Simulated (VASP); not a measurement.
**Nb16O (a cell with a defect): single point with PBE**

Nb16O (a cell with a defect):

```
Nb O
1.0
     6.68516    0.00000    0.00000
     0.00000    6.68516    0.00000
     0.00000    0.00000    6.68516
Nb O
16 1
Cartesian
  -0.0304 -0.0821 0.0040
  1.6711 1.5589 1.5365
  -0.0353 -0.0941 3.3466
  1.6712 1.5594 5.1571
  -0.0013 3.2947 0.0045
  1.6720 5.0141 1.6411
  -0.1376 3.3620 3.3473
  1.6724 5.0152 5.0534
  3.3714 -0.0807 0.0044
  5.0132 1.6244 1.6734
  3.3775 -0.0916 3.3470
  5.0135 1.6253 5.0202
  3.3457 3.2977 0.0048
  5.0146 5.0020 1.6466
  3.4810 3.3624 3.3473
  5.0149 5.0026 5.0481
  1.6712 2.4604 3.3466
```

```yaml
Program: VASP 6.6.1
Task: single point
Functional: PBE
Potentials_or_basis: VASP PAW PBE potentials, release 64 (Nb_sv, O)
Cutoff: 520 eV
k_mesh: 3 × 3 × 3
Occupations: fermi-dirac, width 0.5 eV
Spin: no spin polarisation
Dipole_correction: no
Further_INCAR_settings: ALGO = Normal; EDIFF = 1e-06; NBANDS = 121
```

| Item | Value |
| --- | --- |
| Pressure | 5.2 GPa |
| Largest force | 0.047 eV/Å |
| Band gap on the k mesh | zero (bands 107 and 108 overlap by 1.16 eV) |

Forces on the atoms (eV/Å):
```
Nb   0.012  0.006  0.004
Nb  -0.002  0.023  0.041
Nb   0.005  0.005  0.003
Nb  -0.001  0.023 -0.039
Nb  -0.008  0.009  0.000
Nb  -0.003  0.006 -0.001
Nb   0.024 -0.020 -0.001
Nb  -0.006 -0.002 -0.002
Nb   0.008 -0.004  0.001
Nb   0.006  0.007 -0.001
Nb   0.000 -0.013  0.000
Nb   0.004  0.001  0.004
Nb  -0.002 -0.012 -0.002
Nb  -0.005  0.002  0.000
Nb  -0.034 -0.020  0.000
Nb  -0.008 -0.001 -0.006
O    0.011 -0.010  0.000
```

Stress tensor (GPa, compression positive):
```
 5.56 -0.01  0.00
-0.01  4.49  0.00
 0.00  0.00  5.56
```

Levels at points of the mesh, in eV from the Fermi level:
```csv
k point,band 105,band 106,band 107,band 108,band 109,band 110,band 111,band 112,band 113,band 114
"(0.00, 0.00, 0.00)",0.41,0.41,0.49,0.50,0.58,0.58,0.64,0.65,0.69,1.13
```

Run time: 57 min on 1 thread of Intel Xeon 8259CL, on a shared host, peak memory 0.57 GiB.

Caveat: so wide a smearing shifts energies and pressures.
